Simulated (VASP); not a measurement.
# SrO (Fm-3m) in VASP: further runs

The runs below take SrO through single point, with PBE.

Program: VASP 6.6.1. These are calculated values, not measurements. Logs are shortened: lines on timing, memory, paths and dates and some standing lists are left out, and cuts for length are marked.

### Step 1. The cell of the first run

It takes space group Fm-3m (No. 225, cubic). The conventional cell has a = 4.955 Å, b = 4.955 Å, c = 4.955 Å, α = 90.00°, β = 90.00°, γ = 90.00°. Sr (site symmetry m-3m) has 6 O at 2.48 Å within 3.3 Å. O (site symmetry m-3m) has 6 Sr at 2.48 Å within 3.3 Å.

### Step 2. Single point, PBE

File INCAR:

```
SYSTEM = SrO
ALGO = Normal
EDIFF = 1E-6
ENCUT = 600
GGA = PE
GGA_COMPAT = .FALSE.
ISIF = 2
ISMEAR = 0
LASPH = .TRUE.
LCHARG = .FALSE.
LREAL = .FALSE.
LWAVE = .FALSE.
NBANDS = 15
NELM = 120
PREC = Accurate
SIGMA = 0.01
```

File KPOINTS:

```
k-points
0
G
  6 6 6
  0 0 0
```

File POSCAR:

```
SrO
1.0
    0.0000000000      2.4777354077      2.4777354077
    2.4777354077      0.0000000000      2.4777354077
    2.4777354077      2.4777354077      0.0000000000
Sr O
1 1
Direct
    0.5000000000      0.5000000000      0.5000000000
    0.0000000000      0.0000000000      0.0000000000
```

Potentials or basis: VASP PAW PBE potentials, release 64 (Sr_sv, O).

Command:

```
$ cat potpaw_PBE.64/Sr_sv/POTCAR potpaw_PBE.64/O/POTCAR > POTCAR
$ mpirun -np 1 vasp_std > vasp.out
```

OUTCAR:

```text
SYSTEM = SrO
   EDIFF = 1E-6
   ENCUT = 600
   GGA = PE
   ISIF = 2
   ISMEAR = 0
   LASPH = .TRUE.
   LREAL = .FALSE.
   NELM = 120
   PREC = Accurate

 ion  position               nearest neighbor table
   1  0.500  0.500  0.500-   2 2.48   2 2.48   2 2.48   2 2.48   2 2.48   2 2.48
   2  0.000  0.000  0.000-   1 2.48   1 2.48   1 2.48   1 2.48   1 2.48   1 2.48

  LATTYP: Found a face centered cubic cell.
 ALAT       =     4.9554708154

  Lattice vectors:

 A1 = (   0.0000000000,   2.4777354077,   2.4777354077)
 A2 = (   2.4777354077,   0.0000000000,   2.4777354077)
 A3 = (   2.4777354077,   2.4777354077,   0.0000000000)

Analysis of symmetry for initial positions (statically):
=====================================================================
 Subroutine PRICEL returns:
 Original cell was already a primitive cell.

 Routine SETGRP: Setting up the symmetry group for a
 face centered cubic supercell.

 Subroutine GETGRP returns: Found 48 space group operations
 (whereof 48 operations were pure point group operations)
 out of a pool of 48 trial point group operations.

The static configuration has the point symmetry O_h .

Analysis of symmetry for dynamics (positions and initial velocities):
=====================================================================
 Subroutine PRICEL returns:
 Original cell was already a primitive cell.

 Routine SETGRP: Setting up the symmetry group for a
 face centered cubic supercell.

 Subroutine GETGRP returns: Found 48 space group operations
 (whereof 48 operations were pure point group operations)
 out of a pool of 48 trial point group operations.

The dynamic configuration has the point symmetry O_h .

 Subroutine INISYM returns: Found 48 space group operations
 (whereof 48 operations are pure point group operations),
 and found     1 'primitive' translations

----------------------------------------------------------------------------------------

                                     Primitive cell

  volume of cell :      30.4225

  direct lattice vectors                    reciprocal lattice vectors
     0.000000000  2.477735408  2.477735408    -0.201797173  0.201797173  0.201797173
     2.477735408  0.000000000  2.477735408     0.201797173 -0.201797173  0.201797173
     2.477735408  2.477735408  0.000000000     0.201797173  0.201797173 -0.201797173

  length of vectors
     3.504047018  3.504047018  3.504047018     0.349522956  0.349522956  0.349522956

  position of ions in fractional coordinates (direct lattice)
     0.500000000  0.500000000  0.500000000
     0.000000000  0.000000000  0.000000000

  ion indices of the primitive-cell ions
   primitive index   ion index
                 1           1
                 2           2

----------------------------------------------------------------------------------------

 KPOINTS: k-points

Automatic generation of k-mesh.
 Grid dimensions read from file:
 generate k-points for:    6    6    6

 Generating k-lattice:

  Cartesian coordinates                     Fractional coordinates (reciprocal lattice)
    -0.033632862  0.033632862  0.033632862     0.166666667  0.000000000  0.000000000
     0.033632862 -0.033632862  0.033632862     0.000000000  0.166666667  0.000000000
     0.033632862  0.033632862 -0.033632862     0.000000000  0.000000000  0.166666667

  Length of vectors
     0.058253826  0.058253826  0.058253826

  Shift w.r.t. Gamma in fractional coordinates (k-lattice)
     0.000000000  0.000000000  0.000000000

 Subroutine IBZKPT returns following result:
 ===========================================

 Found     16 irreducible k-points:

 Following reciprocal coordinates:
            Coordinates               Weight
  0.000000  0.000000  0.000000      1.000000
  0.166667  0.000000  0.000000      8.000000
  0.333333  0.000000  0.000000      8.000000
  0.500000  0.000000  0.000000      4.000000
  0.166667  0.166667  0.000000      6.000000
  0.333333  0.166667  0.000000     24.000000
[... 8 lines left out ...]
 -0.333333  0.333333  0.166667     24.000000
 -0.333333  0.500000  0.166667     12.000000
   k-points           NKPTS =     16   k-points in BZ     NKDIM =     16   number of bands    NBANDS=     15
   number of dos      NEDOS =    301   number of ions     NIONS =      2
   total plane-waves  NPLWV =  21952
   dimension x,y,z NGX =    28 NGY =   28 NGZ =   28
   dimension x,y,z NGXF=    56 NGYF=   56 NGZF=   56
   ions per type =               1   1
   NGX,Y,Z   is equivalent  to a cutoff of  13.28, 13.28, 13.28 a.u.
   NGXF,Y,Z  is equivalent  to a cutoff of  26.57, 26.57, 26.57 a.u.
 SYSTEM =  SrO
   PREC   = accura    normal or accurate (medium, high low for compatibility)
   ISTART =      0    job   : 0-new  1-cont  2-samecut
   ICHARG =      2    charge: 1-file 2-atom 10-const
   ISPIN  =      1    spin polarized calculation?
   LNONCOLLINEAR =      F non collinear calculations
   LSORBIT =      F    spin-orbit coupling
   LASPH  =      T    aspherical Exc in radial PAW
   ENCUT  =  600.0 eV  44.10 Ry    6.64 a.u.   7.00  7.00  7.00*2*pi/ulx,y,z
   NELM   =    120;   NELMIN=  2; NELMDL= -5     # of ELM steps
   EDIFF  = 0.1E-05   stopping-criterion for ELM
   LREAL  =      F    real-space projection
   EDIFFG = 0.1E-04   stopping-criterion for IOM
   NSW    =      0    number of steps for IOM
   IBRION =     -1    ionic relax: 0-MD 1-quasi-New 2-CG
   NFREE  =      0    steps in history (QN), initial steepest desc. (CG)
   ISIF   =      2    stress and relaxation
   ISYM   =      2    0-nonsym 1-usesym 2-fastsym
   POTIM  = 0.5000    time-step for ionic-motion
   TEBEG  =    0.0;   TEEND  =   0.0 temperature during run
   PSTRESS=    0.0 pullay stress
   NELECT =      16.0000    total number of electrons
   NUPDOWN=      -1.0000    fix difference up-down
   EMIN   =  10.00;   EMAX   =-10.00  energy-range for DOS
   EFERMI =   0.00;   METHOD = LEGACY
   ISMEAR =     0;   SIGMA  =   0.01  broadening in eV -4-tet -1-fermi 0-gaus
   EFERMI_NEDOS =   21; number of points for ismear=-14 and -15
   IALGO  =     38    algorithm
   IMIX   =      4    mixing-type and parameters
     AMIX     =   0.40;   BMIX     =  1.00
     AMIX_MAG =   1.60;   BMIX_MAG =  1.00
  volume/ion in A,a.u.               =      15.21       102.65
  Fermi-wavevector in a.u.,A,eV,Ry     =   1.321447  2.497174 23.758811  1.746223
  Thomas-Fermi vector in A             =   2.451201
   LORBIT       =      0    0 simple, 1 ext, 2 COOP (PROOUT), +10 PAW based schemes
   GGA     = PE    functional components
   LHFCALC =     F    Hartree Fock is set to
   AEXX    =    0.0000 exact exchange contribution
   IVDW    =     0    specifies the selected vdW correction
   LEPSILON=     F    determine dielectric tensor
   LRPA    =     F    only Hartree local field effects (RPA)
 non-spin polarized calculation
 Gauss-broadening in eV      SIGMA  =   0.01
  energy-cutoff  :      600.00
  volume of cell :       30.42
 maximum number of plane-waves:      1032
   NGX = 13   NGY = 13   NGZ = 13

 number of electron      16.0000004 magnetization

 Free energy of the ion-electron system (eV)
  ---------------------------------------------------
  ext. energy  EPLUGINS =         0.00000000
  ---------------------------------------------------
  free energy    TOTEN  =       -11.82398280 eV

  energy without entropy =      -11.82398280  energy(sigma->0) =      -11.82398280

 E-fermi :   2.3070     XC(G=0): -10.5626

 val. band max:        2.2301438502   @ k =   0.5000   0.5000   0.0000
 cond. band min:       5.3936677141   @ k =   0.5000   0.5000   0.0000
 fundamental gap:      3.1635238639
 Fermi energy:         2.3070030408

 k-point     1 :       0.0000    0.0000    0.0000
  band No.  band energies     occupation
      1     -29.8129      2.00000
      2     -13.0033      2.00000
      3     -11.3060      2.00000
      4     -11.3060      2.00000
      5     -11.3060      2.00000
      6       2.2256      2.00000
      7       2.2256      2.00000
      8       2.2256      2.00000
      9       7.0592      0.00000
     10       8.6619      0.00000
     11       8.6619      0.00000
     12       8.6619      0.00000
     13      11.0921      0.00000
     14      11.0921      0.00000
     15      15.4746      0.00000

 k-point     2 :       0.1667    0.0000    0.0000
  band No.  band energies     occupation
      1     -29.7579      2.00000
      2     -13.6107      2.00000
      3     -11.3323      2.00000
      4     -11.3323      2.00000
      5     -10.8251      2.00000
      6       1.4513      2.00000
      7       1.8218      2.00000
      8       1.8218      2.00000
      9       8.2721      0.00000
     10       8.4744      0.00000
     11       9.2678      0.00000
     12       9.2678      0.00000
     13      11.9296      0.00000
     14      11.9296      0.00000
     15      17.3391      0.00000

 k-point     3 :       0.3333    0.0000    0.0000
  band No.  band energies     occupation
      1     -29.6452      2.00000
      2     -14.4365      2.00000
      3     -11.3834      2.00000
      4     -11.3834      2.00000
      5     -10.2534      2.00000
      6       0.3087      2.00000
      7       1.1432      2.00000
      8       1.1432      2.00000
      9       8.7777      0.00000
     10      10.5102      0.00000
     11      10.7549      0.00000
     12      10.7549      0.00000
     13      13.7686      0.00000
     14      13.7686      0.00000
     15      19.4530      0.00000
[... 199 lines left out ...]
 k-point    15 :      -0.3333    0.3333    0.1667
  band No.  band energies     occupation
      1     -29.5375      2.00000
      2     -14.1455      2.00000
      3     -12.0613      2.00000
      4     -11.8731      2.00000
      5     -10.6257      2.00000
      6       0.7413      2.00000
      7       1.5694      2.00000
      8       1.6594      2.00000
      9       8.7843      0.00000
     10       8.9215      0.00000
     11      12.1307      0.00000
     12      13.1123      0.00000
     13      14.7080      0.00000
     14      16.6312      0.00000
     15      17.2227      0.00000

 k-point    16 :      -0.3333    0.5000    0.1667
  band No.  band energies     occupation
      1     -29.5215      2.00000
      2     -13.6611      2.00000
      3     -12.4607      2.00000
      4     -12.0457      2.00000
      5     -10.9482      2.00000
      6       1.2294      2.00000
      7       1.9479      2.00000
      8       1.9872      2.00000
      9       6.9760      0.00000
     10      10.3346      0.00000
     11      11.5654      0.00000
     12      14.1689      0.00000
     13      14.2538      0.00000
     14      16.6493      0.00000
     15      17.0130      0.00000

------------------------ aborting loop because EDIFF is reached ----------------------------------------

  FORCE on cell =-STRESS in cart. coord.  units (eV):
  Direction    XX          YY          ZZ          XY          YZ          ZX
  --------------------------------------------------------------------------------------
  -------------------------------------------------------------------------------------
  Total        3.2900261      3.2900261      3.2900261     -0.0000000     -0.0000000      0.0000000
  in kB      173.2667203    173.2667203    173.2667203     -0.0000000     -0.0000000      0.0000000
  external PRESSURE =     173.2667203 kB  Pullay stress =       0.0000000 kB

 VOLUME and BASIS-vectors are now :
 -----------------------------------------------------------------------------
  energy-cutoff  :      600.00
  volume of cell :       30.42
      direct lattice vectors                 reciprocal lattice vectors
     0.000000000  2.477735408  2.477735408    -0.201797173  0.201797173  0.201797173
     2.477735408  0.000000000  2.477735408     0.201797173 -0.201797173  0.201797173
     2.477735408  2.477735408  0.000000000     0.201797173  0.201797173 -0.201797173

 POSITION                                       TOTAL-FORCE (eV/Angst)
 -----------------------------------------------------------------------------------
      2.47774      2.47774      2.47774         0.000000      0.000000      0.000000
      0.00000      0.00000      0.00000        -0.000000     -0.000000     -0.000000
 -----------------------------------------------------------------------------------
    total drift:                                0.000000      0.000000      0.000000

  FREE ENERGIE OF THE ION-ELECTRON SYSTEM (eV)
  ---------------------------------------------------
  free  energy   TOTEN  =       -11.8239828014 eV

  energy  without entropy=      -11.8239828014  energy(sigma->0) =      -11.82398280
```

Run time: 30 s. Hardware: 1 thread of Intel Xeon 8259CL, shared host; peak memory 0.16 GiB.

Results:

| Property | Result |
| --- | --- |
| Free energy | -11.8240 eV |
| Pressure | 17.3 GPa |
| Band gap on the k mesh | 3.16 eV, direct |

[end of part 1 of 3]
